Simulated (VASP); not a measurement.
Crystal: CdS.

```
CELL_PARAMETERS angstrom
0.00000 2.75324 2.75324
2.75324 0.00000 2.75324
2.75324 2.75324 0.00000
ATOMIC_POSITIONS crystal
Cd 0.00000 0.00000 0.00000
S 0.50000 0.50000 0.50000
```

* Program: VASP 6.6.1
* Task: relaxation of cell and atoms
* Functional: LDA
* Potentials or basis: VASP PAW LDA potentials, release 64 (Cd, S)
* Cutoff: 600 eV
* k mesh: 9 × 9 × 9
* Occupations: fermi-dirac, width 0.02 eV
* Spin: no spin polarisation

At the start: pressure -6.4 GPa; volume 20.87 Å³/atom.

Where does the relaxation end?

Over 3 steps the energy falls by 36.9 meV/atom and the volume is 19.18 Å³/atom (-8.1 %); space group Fm-3m (No. 225, to 0.05 Å).

Step by step:
```
step  energy change (eV)  largest force (eV/Å)  pressure (GPa)  volume (Å³)
   1              0.0000                0.0000           -6.41        41.74
   2             -0.0566                0.0000            3.92        36.90
   3             -0.0738                0.0000            0.00        38.35
```

Final structure:
```cif
data_structure
_symmetry_space_group_name_H-M 'P 1'
_symmetry_Int_Tables_number 1
_cell_length_a 3.7853
_cell_length_b 3.7853
_cell_length_c 3.7853
_cell_angle_alpha 60.000
_cell_angle_beta 60.000
_cell_angle_gamma 60.000
_cell_volume 38.35
loop_
_atom_site_label
_atom_site_type_symbol
_atom_site_fract_x
_atom_site_fract_y
_atom_site_fract_z
_atom_site_occupancy
Cd1 Cd 0.00000 0.00000 0.00000 1
S1 S 0.50000 0.50000 0.50000 1
```
